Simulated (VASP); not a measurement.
# Na2H3 (R-3m) in VASP: notebook

Runs on Na2H3. Level: PBE. Tasks: single point.

All numbers are computed with VASP 6.6.1; they aren't measurements. Logs are shortened: lines on timing, memory, paths and dates and some standing lists are left out, and cuts for length are marked.

**1. The cell of the first run**

The structure is trigonal, space group R-3m (No. 166). The conventional cell has a = 3.321 Å, b = 3.321 Å, c = 17.617 Å, α = 90.00°, β = 90.00°, γ = 120.00°. Within 3.1 Å of Na (site symmetry 3m) lie 9 H at 2.38 to 2.47 Å and 1 Na at 3.04 Å. Within 3.1 Å of H (site symmetry -3m) lie 6 Na at 2.38 Å and 2 H at 2.97 Å. Within 2.5 Å of H (site symmetry 3m) lie 3 H at 1.92 Å and 6 Na at 2.43 to 2.47 Å.

**2. Single point, PBE**

Contents of INCAR:

```
SYSTEM = Na2H3
PREC = Accurate
ENCUT = 520
EDIFF = 1E-7
ISMEAR = 0
SIGMA = 0.1
LREAL = .FALSE.
LASPH = .TRUE.
NELM = 100
ALGO = Normal
ISIF = 2
LWAVE = .FALSE.
LCHARG = .TRUE.
GGA = PE
LELF = .TRUE.
LVHAR = .TRUE.
NBANDS = 16
```

Contents of KPOINTS:

```
regular mesh
0
G
  6 6 6
  0 0 0
```

Contents of POSCAR:

```
Na2H3
1.0
    1.6603744899      0.9586176587      5.8721981979
   -1.6603744899      0.9586176587      5.8721981979
    0.0000000000     -1.9172353174      5.8721981979
Na H
2 3
Direct
    0.4137928955      0.4137928955      0.4137928955
    0.5862071045      0.5862071045      0.5862071045
    0.0000000000      0.0000000000      0.0000000000
    0.1685735046      0.1685735046      0.1685735046
    0.8314264954      0.8314264954      0.8314264954
```

Potentials or basis: VASP PAW PBE potentials, release 64 (Na_pv, H).

Command:

```
$ cat potpaw_PBE.64/Na_pv/POTCAR potpaw_PBE.64/H/POTCAR > POTCAR
$ mpirun -np 1 vasp_std > vasp.out
```

OUTCAR:

```text
SYSTEM = Na2H3
   PREC = Accurate
   ENCUT = 520
   EDIFF = 1E-7
   ISMEAR = 0
   LREAL = .FALSE.
   LASPH = .TRUE.
   NELM = 100
   ISIF = 2
   GGA = PE

 ion  position               nearest neighbor table
   1  0.414  0.414  0.414-
   2  0.586  0.586  0.586-
   3  0.000  0.000  0.000-
   4  0.169  0.169  0.169-
   5  0.831  0.831  0.831-

  LATTYP: Found a trigonal (rhomboedric) cell.
 ALAT       =     6.1772569104
 COS(alpha) =     0.8555056811

  Lattice vectors:

 A1 = (   1.6603744899,   0.9586176587,   5.8721981979)
 A2 = (  -1.6603744899,   0.9586176587,   5.8721981979)
 A3 = (   0.0000000000,  -1.9172353174,   5.8721981979)

Analysis of symmetry for initial positions (statically):
=====================================================================
 Subroutine PRICEL returns:
 Original cell was already a primitive cell.

 Routine SETGRP: Setting up the symmetry group for a
 trigonal (rhombohedral) supercell.

 Subroutine GETGRP returns: Found 12 space group operations
 (whereof 12 operations were pure point group operations)
 out of a pool of 12 trial point group operations.

The static configuration has the point symmetry D_3d.

Analysis of symmetry for dynamics (positions and initial velocities):
=====================================================================
 Subroutine PRICEL returns:
 Original cell was already a primitive cell.

 Routine SETGRP: Setting up the symmetry group for a
 trigonal (rhombohedral) supercell.

 Subroutine GETGRP returns: Found 12 space group operations
 (whereof 12 operations were pure point group operations)
 out of a pool of 12 trial point group operations.

The dynamic configuration has the point symmetry D_3d.

 Subroutine INISYM returns: Found 12 space group operations
 (whereof 12 operations are pure point group operations),
 and found     1 'primitive' translations

----------------------------------------------------------------------------------------

                                     Primitive cell

  volume of cell :      56.0794

  direct lattice vectors                    reciprocal lattice vectors
     1.660374490  0.958617659  5.872198198     0.301136884  0.173861461  0.056764660
    -1.660374490  0.958617659  5.872198198    -0.301136884  0.173861461  0.056764660
     0.000000000 -1.917235317  5.872198198     0.000000000 -0.347722922  0.056764660

  length of vectors
[... 92 lines left out ...]
   IBRION =     -1    ionic relax: 0-MD 1-quasi-New 2-CG
   NFREE  =      0    steps in history (QN), initial steepest desc. (CG)
   ISIF   =      2    stress and relaxation
   ISYM   =      2    0-nonsym 1-usesym 2-fastsym
   POTIM  = 0.5000    time-step for ionic-motion
   TEBEG  =    0.0;   TEEND  =   0.0 temperature during run
   PSTRESS=    0.0 pullay stress
   NELECT =      17.0000    total number of electrons
   NUPDOWN=      -1.0000    fix difference up-down
   EMIN   =  10.00;   EMAX   =-10.00  energy-range for DOS
   EFERMI =   0.00;   METHOD = LEGACY
   ISMEAR =     0;   SIGMA  =   0.10  broadening in eV -4-tet -1-fermi 0-gaus
   EFERMI_NEDOS =   21; number of points for ismear=-14 and -15
   IALGO  =     38    algorithm
   IMIX   =      4    mixing-type and parameters
     AMIX     =   0.40;   BMIX     =  1.00
     AMIX_MAG =   1.60;   BMIX_MAG =  1.00
  volume/ion in A,a.u.               =      11.22        75.69
  Fermi-wavevector in a.u.,A,eV,Ry     =   1.099740  2.078207 16.455266  1.209428
  Thomas-Fermi vector in A             =   2.236139
   LORBIT       =      0    0 simple, 1 ext, 2 COOP (PROOUT), +10 PAW based schemes
   GGA     = PE    functional components
   LHFCALC =     F    Hartree Fock is set to
   AEXX    =    0.0000 exact exchange contribution
   IVDW    =     0    specifies the selected vdW correction
   LEPSILON=     F    determine dielectric tensor
   LRPA    =     F    only Hartree local field effects (RPA)
 non-spin polarized calculation
 Gauss-broadening in eV      SIGMA  =   0.10
  energy-cutoff  :      520.00
  volume of cell :       56.08
 maximum number of plane-waves:      1528
 NGX is ok and might be reduce to    48
   NGX = 23   NGY = 23   NGZ = 23

 number of electron      17.0000003 magnetization

 Free energy of the ion-electron system (eV)
  ---------------------------------------------------
  ext. energy  EPLUGINS =         0.00000000
  ---------------------------------------------------
  free energy    TOTEN  =       -12.01228738 eV

  energy without entropy =      -12.00688016  energy(sigma->0) =      -12.00958377

 E-fermi :   0.9755     XC(G=0):  -8.2317

 val. band max:       -0.1638847806   @ k =   0.5000   0.3333   0.0000
 cond. band min:       1.0095555036   @ k =   0.5000   0.1667   0.1667
 fundamental gap:      1.1734402841
 Fermi energy:         0.9754524611

 k-point     1 :       0.0000    0.0000    0.0000
  band No.  band energies     occupation
      1     -23.0134      2.00000
      2     -22.9122      2.00000
      3     -22.9122      2.00000
      4     -22.9104      2.00000
      5     -22.9104      2.00000
      6     -22.8890      2.00000
[... 433 lines left out ...]
      3     -22.9590      2.00000
      4     -22.9498      2.00000
      5     -22.9359      2.00000
      6     -22.9056      2.00000
[... 8 lines left out ...]
     15      11.0709      0.00000
     16      12.8813      0.00000

 [... further k-points ...]

------------------------ aborting loop because EDIFF is reached ----------------------------------------

  FORCE on cell =-STRESS in cart. coord.  units (eV):
  Direction    XX          YY          ZZ          XY          YZ          ZX
  --------------------------------------------------------------------------------------
  -------------------------------------------------------------------------------------
  Total        0.0166802      0.0166802     -0.0262272      0.0000000      0.0000000      0.0000000
  in kB        0.4765507      0.4765507     -0.7493060      0.0000000      0.0000000      0.0000000
  external PRESSURE =       0.0679318 kB  Pullay stress =       0.0000000 kB

 VOLUME and BASIS-vectors are now :
 -----------------------------------------------------------------------------
  energy-cutoff  :      520.00
  volume of cell :       56.08
      direct lattice vectors                 reciprocal lattice vectors
     1.660374490  0.958617659  5.872198198     0.301136884  0.173861461  0.056764660
    -1.660374490  0.958617659  5.872198198    -0.301136884  0.173861461  0.056764660
     0.000000000 -1.917235317  5.872198198     0.000000000 -0.347722922  0.056764660

 POSITION                                       TOTAL-FORCE (eV/Angst)
 -----------------------------------------------------------------------------------
      0.00000      0.00000      7.28962         0.000000     -0.000000     -0.013201
      0.00000      0.00000     10.32697         0.000000      0.000000      0.013201
      0.00000      0.00000      0.00000         0.000000     -0.000000     -0.000000
      0.00000      0.00000      2.96969         0.000000     -0.000000      0.005413
      0.00000      0.00000     14.64690         0.000000      0.000000     -0.005413
 -----------------------------------------------------------------------------------
    total drift:                               -0.000000     -0.000000      0.000000

  FREE ENERGIE OF THE ION-ELECTRON SYSTEM (eV)
  ---------------------------------------------------
  free  energy   TOTEN  =       -12.0122873783 eV

  energy  without entropy=      -12.0068801566  energy(sigma->0) =      -12.00958377
```

Run time: 3 min. Hardware: 1 thread of Intel Xeon 8259CL, shared host; peak memory 0.29 GiB.

What came out:

| Quantity | Value |
| --- | --- |
| Free energy | -12.0123 eV |
| Pressure | 0.0 GPa |
| Largest force | 0.013 eV/Å |
| Band gap on the k mesh | zero (an odd number of electrons rules out a gap without spin polarisation) |

Forces on the atoms (eV/Å):
```
Na   0.000  0.000 -0.013
Na   0.000  0.000  0.013
H    0.000  0.000  0.000
H    0.000  0.000  0.005
H    0.000  0.000 -0.005
```

Levels at points of the mesh, in eV from the Fermi level:
```
           k point  band 4  band 5  band 6  band 7  band 8  band 9  band 10  band 11  band 12  band 13
(0.00, 0.00, 0.00)  -23.89  -23.89  -23.86   -7.04   -3.84    1.15     3.90     8.54    11.65    12.18
(0.50, 0.00, 0.00)  -23.91  -23.91  -23.87   -4.01   -2.07   -1.75     2.82     5.55     6.66     7.49
(0.50, 0.50, 0.00)  -23.92  -23.90  -23.88   -3.89   -2.55   -1.41     2.69     6.18     7.01     7.04
(0.50, 0.50, 0.50)  -23.89  -23.88  -23.88   -6.76   -4.62    3.60     4.52     4.55    10.12    11.65
```

Caveat: the k points lie up to 0.37 Å⁻¹ apart, too coarse for converged energies and pressures of a metal; an odd number of electrons without spin polarisation forces a metal; a magnetic or distorted state may lie lower.

**3. Single point, PBE**

This run uses another cell than the first one, of 12.10 Å³/atom.

Edit INCAR of step 2 so:

```diff
@@ -3,3 +3,3 @@
 ENCUT = 520
-EDIFF = 1E-7
+EDIFF = 1E-6
 ISMEAR = 0
@@ -8,3 +8,3 @@
 LASPH = .TRUE.
-NELM = 100
+NELM = 60
 ALGO = Normal
```

Contents of KPOINTS:

```
Automatic mesh
0
G
  6 6 6
  0 0 0
```

Contents of POSCAR:

```
Na2H3
1.0
    1.5559169918      0.8983090940      7.2124645045
   -1.5559169918      0.8983090940      7.2124645045
    0.0000000000     -1.7966181880      7.2124645045
Na H
2 3
Direct
    0.4000000000      0.4000000000      0.4000000000
    0.6000000000      0.6000000000      0.6000000000
    0.0000000000      0.0000000000      0.0000000000
    0.2095000000      0.2095000000      0.2095000000
    0.7905000000      0.7905000000      0.7905000000
```

Potentials or basis: VASP PAW PBE potentials, release 64 (Na_pv, H).

Command:

```
$ cat potpaw_PBE.64/Na_pv/POTCAR potpaw_PBE.64/H/POTCAR > POTCAR
$ mpirun -np 1 vasp_std > vasp.out
```

OUTCAR:

```text
SYSTEM = Na2H3
   PREC = Accurate
   ENCUT = 520
   EDIFF = 1E-6
   ISMEAR = 0
   LREAL = .FALSE.
   LASPH = .TRUE.
   NELM = 60
   ISIF = 2
   GGA = PE

 ion  position               nearest neighbor table
   1  0.400  0.400  0.400-
   2  0.600  0.600  0.600-
   3  0.000  0.000  0.000-
   4  0.209  0.209  0.209-
   5  0.791  0.791  0.791-

  LATTYP: Found a trigonal (rhomboedric) cell.
 ALAT       =     7.4328649350
 COS(alpha) =     0.9123624232

  Lattice vectors:

 A1 = (   1.5559169918,   0.8983090940,   7.2124645045)
 A2 = (  -1.5559169918,   0.8983090940,   7.2124645045)
 A3 = (   0.0000000000,  -1.7966181880,   7.2124645045)

Analysis of symmetry for initial positions (statically):
=====================================================================
 Subroutine PRICEL returns:
 Original cell was already a primitive cell.

 Routine SETGRP: Setting up the symmetry group for a
 trigonal (rhombohedral) supercell.

 Subroutine GETGRP returns: Found 12 space group operations
 (whereof 12 operations were pure point group operations)
 out of a pool of 12 trial point group operations.

The static configuration has the point symmetry D_3d.

Analysis of symmetry for dynamics (positions and initial velocities):
=====================================================================
 Subroutine PRICEL returns:
 Original cell was already a primitive cell.

 Routine SETGRP: Setting up the symmetry group for a
 trigonal (rhombohedral) supercell.

 Subroutine GETGRP returns: Found 12 space group operations
 (whereof 12 operations were pure point group operations)
 out of a pool of 12 trial point group operations.

The dynamic configuration has the point symmetry D_3d.
[... 122 lines left out ...]
   IALGO  =     38    algorithm
   IMIX   =      4    mixing-type and parameters
     AMIX     =   0.40;   BMIX     =  1.00
     AMIX_MAG =   1.60;   BMIX_MAG =  1.00
  volume/ion in A,a.u.               =      12.10        81.63
  Fermi-wavevector in a.u.,A,eV,Ry     =   1.072364  2.026473 15.646207  1.149964
  Thomas-Fermi vector in A             =   2.208132
   LORBIT       =      0    0 simple, 1 ext, 2 COOP (PROOUT), +10 PAW based schemes
   GGA     = PE    functional components
   LHFCALC =     F    Hartree Fock is set to
   AEXX    =    0.0000 exact exchange contribution
   IVDW    =     0    specifies the selected vdW correction
   LEPSILON=     F    determine dielectric tensor
   LRPA    =     F    only Hartree local field effects (RPA)
 non-spin polarized calculation
 Gauss-broadening in eV      SIGMA  =   0.10
  energy-cutoff  :      520.00
  volume of cell :       60.48
 maximum number of plane-waves:      1642
   NGX = 27   NGY = 27   NGZ = 27

 number of electron      16.9999994 magnetization

 Free energy of the ion-electron system (eV)
  ---------------------------------------------------
  ext. energy  EPLUGINS =         0.00000000
  ---------------------------------------------------
  free energy    TOTEN  =       -10.61295990 eV

  energy without entropy =      -10.59864650  energy(sigma->0) =      -10.60580320

 E-fermi :  -1.1595     XC(G=0):  -7.9441

 val. band max:       -1.1728059846   @ k =  -0.3333  -0.3333   0.1667
 cond. band min:      -1.1449563900   @ k =   0.5000   0.5000   0.0000
 fundamental gap:      0.0278495946
 Fermi energy:        -1.1595385916

 k-point     1 :       0.0000    0.0000    0.0000
  band No.  band energies     occupation
      1     -23.3733      2.00000
      2     -23.3104      2.00000
      3     -23.2950      2.00000
      4     -23.2950      2.00000
      5     -23.2908      2.00000
      6     -23.2908      2.00000
[... 433 lines left out ...]
      3     -23.3574      2.00000
      4     -23.3490      2.00000
      5     -23.3157      2.00000
      6     -23.2991      2.00000
[... 8 lines left out ...]
     15       9.3143      0.00000
     16      11.2165      0.00000

 [... further k-points ...]

------------------------ aborting loop because EDIFF is reached ----------------------------------------

  FORCE on cell =-STRESS in cart. coord.  units (eV):
  Direction    XX          YY          ZZ          XY          YZ          ZX
  --------------------------------------------------------------------------------------
  -------------------------------------------------------------------------------------
  Total        2.5212882      2.5212882     -0.5407754      0.0000000      0.0000000      0.0000000
  in kB       66.7860735     66.7860735    -14.3245287      0.0000000      0.0000000      0.0000000
  external PRESSURE =      39.7492061 kB  Pullay stress =       0.0000000 kB

 VOLUME and BASIS-vectors are now :
 -----------------------------------------------------------------------------
  energy-cutoff  :      520.00
  volume of cell :       60.48
      direct lattice vectors                 reciprocal lattice vectors
     1.555916992  0.898309094  7.212464504     0.321353904  0.185533763  0.046216288
    -1.555916992  0.898309094  7.212464504    -0.321353904  0.185533763  0.046216288
     0.000000000 -1.796618188  7.212464504     0.000000000 -0.371067526  0.046216288

 POSITION                                       TOTAL-FORCE (eV/Angst)
 -----------------------------------------------------------------------------------
      0.00000      0.00000      8.65496        -0.000000      0.000000      0.127782
      0.00000      0.00000     12.98244        -0.000000      0.000000     -0.127782
      0.00000      0.00000      0.00000         0.000000      0.000000      0.000000
      0.00000      0.00000      4.53303        -0.000000     -0.000000     -0.309699
      0.00000      0.00000     17.10436        -0.000000     -0.000000      0.309699
 -----------------------------------------------------------------------------------
    total drift:                                0.000000      0.000000      0.000000

  FREE ENERGIE OF THE ION-ELECTRON SYSTEM (eV)
  ---------------------------------------------------
  free  energy   TOTEN  =       -10.6129599030 eV

  energy  without entropy=      -10.5986465012  energy(sigma->0) =      -10.60580320
```

OSZICAR:

```text
N       E                     dE             d eps       ncg     rms          rms(c)
DAV:   1     0.109572165030E+03    0.10957E+03   -0.84644E+03  1024   0.106E+03
DAV:   2    -0.564954539683E+01   -0.11522E+03   -0.11267E+03  1056   0.305E+02
DAV:   3    -0.110924592140E+02   -0.54429E+01   -0.54180E+01  1416   0.690E+01
DAV:   4    -0.111603684626E+02   -0.67909E-01   -0.67903E-01  1200   0.849E+00
DAV:   5    -0.111615699583E+02   -0.12015E-02   -0.12015E-02  1408   0.109E+00    0.385E+00
DAV:   6    -0.107265959858E+02    0.43497E+00   -0.19908E-01  1640   0.336E+00    0.187E+00
DAV:   7    -0.106105307242E+02    0.11607E+00   -0.23413E-01  1576   0.267E+00    0.495E-01
DAV:   8    -0.106171464126E+02   -0.66157E-02   -0.26718E-02  1264   0.161E+00    0.309E-01
DAV:   9    -0.106136465290E+02    0.34999E-02   -0.81506E-03  1296   0.586E-01    0.169E-01
DAV:  10    -0.106130769691E+02    0.56956E-03   -0.35798E-03  1680   0.502E-01    0.110E-01
DAV:  11    -0.106129471188E+02    0.12985E-03   -0.22696E-03  1232   0.265E-01    0.427E-02
DAV:  12    -0.106129723754E+02   -0.25257E-04   -0.17103E-04  1296   0.565E-02    0.466E-02
DAV:  13    -0.106129570556E+02    0.15320E-04   -0.32763E-05  1576   0.406E-02    0.181E-02
DAV:  14    -0.106129647942E+02   -0.77386E-05   -0.17425E-05  1280   0.174E-02    0.237E-02
DAV:  15    -0.106129593739E+02    0.54203E-05   -0.44753E-06  1248   0.133E-02    0.422E-03
DAV:  16    -0.106129599030E+02   -0.52913E-06   -0.23742E-06  1136   0.615E-03
   1 F= -.10612960E+02 E0= -.10605803E+02  d E =-.143134E-01
```

It took 6 min on 1 thread of Intel Xeon 8259CL, shared host; peak memory 0.42 GiB.

What came out:

| Quantity | Value |
| --- | --- |
| Free energy | -10.6130 eV |
| Pressure | 4.0 GPa |
| Largest force | 0.310 eV/Å |
| Band gap on the k mesh | zero (an odd number of electrons rules out a gap without spin polarisation) |

Forces in eV/Å, atoms in the order of the input:
```
Na   0.000  0.000  0.128
Na   0.000  0.000 -0.128
H    0.000  0.000  0.000
H    0.000  0.000 -0.310
H    0.000  0.000  0.310
```

Caveat: the k points lie up to 0.39 Å⁻¹ apart, too coarse for converged energies and pressures of a metal; an odd number of electrons without spin polarisation forces a metal; a magnetic or distorted state may lie lower.

The gap in the log of VASP goes by the Fermi energy; the results here count the filled bands.